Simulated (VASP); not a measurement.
# NaGeCl3 in VASP: further runs

Runs on NaGeCl3. Level: PBE. Tasks: single point.

All numbers are computed with VASP 6.6.1; they aren't measurements. Logs are shortened: lines on timing, memory, paths and dates and some standing lists are left out, and cuts for length are marked.

## 1. The cell of the first run

It takes space group Pm-3m (No. 221, cubic). Conventional cell: a = 5.061 Å, b = 5.061 Å, c = 5.061 Å, α = 90.00°, β = 90.00°, γ = 90.00°. Within 4.7 Å of Na (site symmetry m-3m) lie 12 Cl at 3.58 Å and 8 Ge at 4.38 Å. Ge (site symmetry m-3m) has 6 Cl at 2.53 Å within 3.3 Å. Cl (site symmetry 4/mmm) has 2 Ge at 2.53 Å within 3.3 Å.

## 2. Single point, PBE (strain -2.5%)

File INCAR:

```
SYSTEM = NaGeCl3
PREC = Accurate
ENCUT = 1130
EDIFF = 1E-6
ISMEAR = -1
SIGMA = 0.02
LREAL = .FALSE.
LASPH = .TRUE.
NELM = 120
ALGO = Normal
ISIF = 2
LWAVE = .FALSE.
LCHARG = .FALSE.
GGA = PE
NBANDS = 30
GGA_COMPAT = .FALSE.
```

File KPOINTS:

```
Automatic mesh
0
G
  6 6 6
  0 0 0
```

File POSCAR:

```
NaGeCl3
1.0
    5.0610987130      0.0000000000      0.0000000000
    0.0000000000      5.0610987130      0.0000000000
    0.0000000000      0.0000000000      5.0610987130
Na Ge Cl
1 1 3
Direct
    0.0000000000      0.0000000000      0.0000000000
    0.5000000000      0.5000000000      0.5000000000
    0.5000000000      0.5000000000      0.0000000000
    0.5000000000      0.0000000000      0.5000000000
    0.0000000000      0.5000000000      0.5000000000
```

Potentials or basis: VASP PAW PBE potentials, release 64 (Na_sv, Ge_d, Cl).

Command:

```console
cat potpaw_PBE.64/Na_sv/POTCAR potpaw_PBE.64/Ge_d/POTCAR potpaw_PBE.64/Cl/POTCAR > POTCAR
mpirun -np 1 vasp_std > vasp.out
```

OUTCAR:

```text
SYSTEM = NaGeCl3
   PREC = Accurate
   ENCUT = 1130
   EDIFF = 1E-6
   ISMEAR = -1
   LREAL = .FALSE.
   LASPH = .TRUE.
   NELM = 120
   ISIF = 2
   GGA = PE

 ion  position               nearest neighbor table
   1  0.000  0.000  0.000-
   2  0.500  0.500  0.500-   3 2.53   4 2.53   5 2.53   3 2.53   4 2.53   5 2.53
   3  0.500  0.500  0.000-   2 2.53   2 2.53
   4  0.500  0.000  0.500-   2 2.53   2 2.53
   5  0.000  0.500  0.500-   2 2.53   2 2.53

  LATTYP: Found a simple cubic cell.
 ALAT       =     5.0610987130

  Lattice vectors:

 A1 = (   5.0610987130,   0.0000000000,   0.0000000000)
 A2 = (   0.0000000000,   5.0610987130,   0.0000000000)
 A3 = (   0.0000000000,   0.0000000000,   5.0610987130)

Analysis of symmetry for initial positions (statically):
=====================================================================
 Subroutine PRICEL returns:
 Original cell was already a primitive cell.

 Routine SETGRP: Setting up the symmetry group for a
 simple cubic supercell.

 Subroutine GETGRP returns: Found 48 space group operations
 (whereof 48 operations were pure point group operations)
 out of a pool of 48 trial point group operations.

The static configuration has the point symmetry O_h .

Analysis of symmetry for dynamics (positions and initial velocities):
=====================================================================
 Subroutine PRICEL returns:
 Original cell was already a primitive cell.

 Routine SETGRP: Setting up the symmetry group for a
 simple cubic supercell.

 Subroutine GETGRP returns: Found 48 space group operations
 (whereof 48 operations were pure point group operations)
 out of a pool of 48 trial point group operations.

The dynamic configuration has the point symmetry O_h .

 Subroutine INISYM returns: Found 48 space group operations
 (whereof 48 operations are pure point group operations),
 and found     1 'primitive' translations

----------------------------------------------------------------------------------------

                                     Primitive cell

  volume of cell :     129.6386

[... 84 lines left out ...]
   LNONCOLLINEAR =      F non collinear calculations
   LSORBIT =      F    spin-orbit coupling
   LASPH  =      T    aspherical Exc in radial PAW
   ENCUT  = 1130.0 eV  83.05 Ry    9.11 a.u.  13.87 13.87 13.87*2*pi/ulx,y,z
   NELM   =    120;   NELMIN=  2; NELMDL= -5     # of ELM steps
   EDIFF  = 0.1E-05   stopping-criterion for ELM
   LREAL  =      F    real-space projection
   EDIFFG = 0.1E-04   stopping-criterion for IOM
   NSW    =      0    number of steps for IOM
   IBRION =     -1    ionic relax: 0-MD 1-quasi-New 2-CG
   NFREE  =      0    steps in history (QN), initial steepest desc. (CG)
   ISIF   =      2    stress and relaxation
   ISYM   =      2    0-nonsym 1-usesym 2-fastsym
   POTIM  = 0.5000    time-step for ionic-motion
   TEBEG  =    0.0;   TEEND  =   0.0 temperature during run
   PSTRESS=    0.0 pullay stress
   NELECT =      44.0000    total number of electrons
   NUPDOWN=      -1.0000    fix difference up-down
   EMIN   =  10.00;   EMAX   =-10.00  energy-range for DOS
   EFERMI =   0.00;   METHOD = LEGACY
   ISMEAR =    -1;   SIGMA  =   0.02  broadening in eV -4-tet -1-fermi 0-gaus
   EFERMI_NEDOS =   21; number of points for ismear=-14 and -15
   IALGO  =     38    algorithm
   IMIX   =      4    mixing-type and parameters
     AMIX     =   0.40;   BMIX     =  1.00
     AMIX_MAG =   1.60;   BMIX_MAG =  1.00
  volume/ion in A,a.u.               =      25.93       174.97
  Fermi-wavevector in a.u.,A,eV,Ry     =   1.141951  2.157975 17.742715  1.304053
  Thomas-Fermi vector in A             =   2.278650
   LORBIT       =      0    0 simple, 1 ext, 2 COOP (PROOUT), +10 PAW based schemes
   GGA     = PE    functional components
   LHFCALC =     F    Hartree Fock is set to
   AEXX    =    0.0000 exact exchange contribution
   IVDW    =     0    specifies the selected vdW correction
   LEPSILON=     F    determine dielectric tensor
   LRPA    =     F    only Hartree local field effects (RPA)
 non-spin polarized calculation
  energy-cutoff  :     1130.00
  volume of cell :      129.64
 maximum number of plane-waves:     11232
 NGX is ok and might be reduce to    56
   NGX = 27   NGY = 27   NGZ = 27

 number of electron      43.9999995 magnetization

 Free energy of the ion-electron system (eV)
  ---------------------------------------------------
  ext. energy  EPLUGINS =         0.00000000
  ---------------------------------------------------
  free energy    TOTEN  =       -16.57430389 eV

  energy without entropy =      -16.57428033  energy(sigma->0) =      -16.57429211

 E-fermi :   3.7884     XC(G=0):  -8.0693

 val. band max:        3.6972579825   @ k =   0.5000   0.5000   0.5000
 cond. band min:       3.9016156957   @ k =   0.5000   0.5000   0.5000
 fundamental gap:      0.2043577132
 Fermi energy:         3.7883691312

 k-point     1 :       0.0000    0.0000    0.0000
  band No.  band energies     occupation
      1     -50.7158      2.00000
      2     -22.6154      2.00000
      3     -22.6154      2.00000
      4     -22.6154      2.00000
      5     -22.2970      2.00000
      6     -22.2970      2.00000
[... 649 lines left out ...]
     29       9.7550      0.00000
     30      10.3782      0.00000

------------------------ aborting loop because EDIFF is reached ----------------------------------------

  FORCE on cell =-STRESS in cart. coord.  units (eV):
  Direction    XX          YY          ZZ          XY          YZ          ZX
  --------------------------------------------------------------------------------------
  -------------------------------------------------------------------------------------
  Total        2.4650813      2.4650813      2.4650813      0.0000000     -0.0000000      0.0000000
  in kB       30.4654370     30.4654370     30.4654370      0.0000000     -0.0000000      0.0000000
  external PRESSURE =      30.4654370 kB  Pullay stress =       0.0000000 kB

 VOLUME and BASIS-vectors are now :
 -----------------------------------------------------------------------------
  energy-cutoff  :     1130.00
  volume of cell :      129.64
      direct lattice vectors                 reciprocal lattice vectors
     5.061098713  0.000000000  0.000000000     0.197585555  0.000000000  0.000000000
     0.000000000  5.061098713  0.000000000     0.000000000  0.197585555  0.000000000
     0.000000000  0.000000000  5.061098713     0.000000000  0.000000000  0.197585555

 POSITION                                       TOTAL-FORCE (eV/Angst)
 -----------------------------------------------------------------------------------
      0.00000      0.00000      0.00000         0.000000      0.000000      0.000000
      2.53055      2.53055      2.53055         0.000000      0.000000      0.000000
      2.53055      2.53055      0.00000         0.000000      0.000000      0.000000
      2.53055      0.00000      2.53055         0.000000      0.000000      0.000000
      0.00000      2.53055      2.53055         0.000000      0.000000      0.000000
 -----------------------------------------------------------------------------------
    total drift:                                0.000000      0.000000      0.000000

  FREE ENERGIE OF THE ION-ELECTRON SYSTEM (eV)
  ---------------------------------------------------
  free  energy   TOTEN  =       -16.5743038923 eV

  energy  without entropy=      -16.5742803312  energy(sigma->0) =      -16.57429211
```

stdout:

```text
POSCAR found type information on POSCAR NaGeCl
 POSCAR found :  3 types and       5 ions
 scaLAPACK will be used
 LDA part: xc-table for (Slater+PW92), standard interpolation
 POSCAR, INCAR and KPOINTS ok, starting setup
 FFT: planning ... GRIDC
 FFT: planning ... GRID_SOFT
 FFT: planning ... GRID
 WAVECAR not read
 entering main loop
```

Wall time 2.7 min (1 thread of AMD EPYC 7R13 (Zen 3), shared host); peak memory 0.53 GiB.

Results:

- Free energy: -16.5743 eV
- Pressure: 3.0 GPa
- Band gap on the k mesh: 0.20 eV

Caveat: the cell differs from its parent crystal (strain -2.5%); the cell stands under pressure. A k mesh can miss the band edges.

## 3. Single point, PBE (uniaxial x strain +1.5%)

File INCAR:

```
SYSTEM = NaGeCl3
PREC     = Accurate       ! precision mode
ENCUT    = 1130           ! plane-wave cutoff, eV
EDIFF    = 1E-6           ! SCF threshold, eV
ISMEAR   = -1             ! smearing method
SIGMA    = 0.02           ! smearing width, eV
LREAL    = .FALSE.        ! projectors in reciprocal space
LASPH    = .TRUE.         ! aspherical terms in the spheres
NELM     = 120            ! most SCF steps
ALGO     = Normal         ! electronic algorithm
ISIF     = 2              ! what is computed and relaxed
LWAVE    = .FALSE.        ! write WAVECAR
LCHARG   = .FALSE.        ! write CHGCAR
GGA      = PE             ! functional
NBANDS   = 30             ! bands
GGA_COMPAT= .FALSE.
```

KPOINTS is that of step 2.

Changes to POSCAR since step 2:

```diff
@@ -2,5 +2,5 @@
 1.0
-    5.0610987130      0.0000000000      0.0000000000
-    0.0000000000      5.0610987130      0.0000000000
-    0.0000000000      0.0000000000      5.0610987130
+    5.2687335320      0.0000000000      0.0000000000
+    0.0000000000      5.1908704749      0.0000000000
+    0.0000000000      0.0000000000      5.1908704749
 Na Ge Cl
```

Potentials or basis: VASP PAW PBE potentials, release 64 (Na_sv, Ge_d, Cl).

Command:

```console
cat potpaw_PBE.64/Na_sv/POTCAR potpaw_PBE.64/Ge_d/POTCAR potpaw_PBE.64/Cl/POTCAR > POTCAR
mpirun -np 1 vasp_std > vasp.out
```

It took 12 min on 1 thread of Intel Xeon Platinum 8259CL at 2.50GHz (Skylake/Cascade Lake), shared host; peak memory 0.82 GiB.

It converged, with:

- Free energy: -16.6900 eV
- Pressure: 0.1 GPa
- Band gap on the k mesh: 0.67 eV

Stress tensor (GPa, compression positive):
```
-0.39  0.00  0.00
 0.00  0.33  0.00
 0.00  0.00  0.33
```

Levels at points of the mesh, in eV from the valence-band top:
```csv
k point,band 18,band 19,band 20,band 21,band 22,band 23,band 24,band 25,band 26,band 27
"(0.00, 0.00, 0.00)",-3.39,-3.39,-3.34,-3.34,-3.33,1.25,5.35,5.47,5.48,5.56
"(0.50, 0.00, 0.00)",-3.70,-3.55,-3.35,-3.35,-2.35,1.71,2.82,3.76,5.12,5.12
"(0.00, 0.50, 0.00)",-3.73,-3.54,-3.35,-3.35,-2.23,1.76,2.89,3.73,4.79,5.08
"(0.50, 0.50, 0.00)",-3.80,-3.71,-3.67,-2.83,-1.13,1.24,1.36,3.21,4.62,4.99
"(0.00, 0.50, 0.50)",-3.81,-3.73,-3.73,-2.81,-1.03,1.30,1.30,3.19,4.30,5.05
"(0.50, 0.50, 0.50)",-3.78,-2.82,-2.82,-2.80,0.00,0.67,0.79,0.79,2.20,6.41
```

Caveat: the cell differs from its parent crystal (uniaxial x strain +1.5%). A k mesh can miss the band edges.
